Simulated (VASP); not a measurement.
The system is FeSi.

```
Fe Si
1.0
     4.55070    0.00000    0.00000
     0.00000    4.55070    0.00000
     0.00000    0.00000    4.55070
Fe Si
4 4
Cartesian
  3.9294 2.8966 1.6541
  2.8966 1.6541 3.9294
  1.6541 3.9294 2.8966
  0.6213 0.6213 0.6213
  0.7172 1.5582 2.9925
  1.5582 2.9925 0.7172
  2.9925 0.7172 1.5582
  3.8335 3.8335 3.8335
```

Base run:

| Property | Result |
| --- | --- |
| Program | VASP 6.6.1 |
| Functional | PBEsol |
| Potentials or basis | VASP PAW PBE potentials, release 64 (Fe, Si) |
| Cutoff | 520 eV |
| k mesh | 6 × 6 × 6 |
| Occupations | fermi-dirac, width 0.05 eV |
| Spin | collinear spin, ferromagnetic start |
| Starting moments | [4.5, 4.5, 4.5, 4.5, 0.0, 0.0, 0.0, 0.0] μB |

Its results: pressure -16.4 GPa; largest force 0.053 eV/Å.

Q: The run is repeated on the same cell with these changes: spin from collinear spin, ferromagnetic start to no spin polarisation; further incar settings from ALGO = Normal; EDIFF = 1e-06; NBANDS = 38 to ALGO = Normal; EDIFF = 1e-07; NBANDS = 34. What comes out?

A: Pressure -19.4 GPa; largest force 0.274 eV/Å.

Caveats: the PAW data sets were made with another functional, which shifts forces and pressure a little; the moment fell far below its start of 4.5 μB, so a state of higher moment may lie lower in energy (some runs).
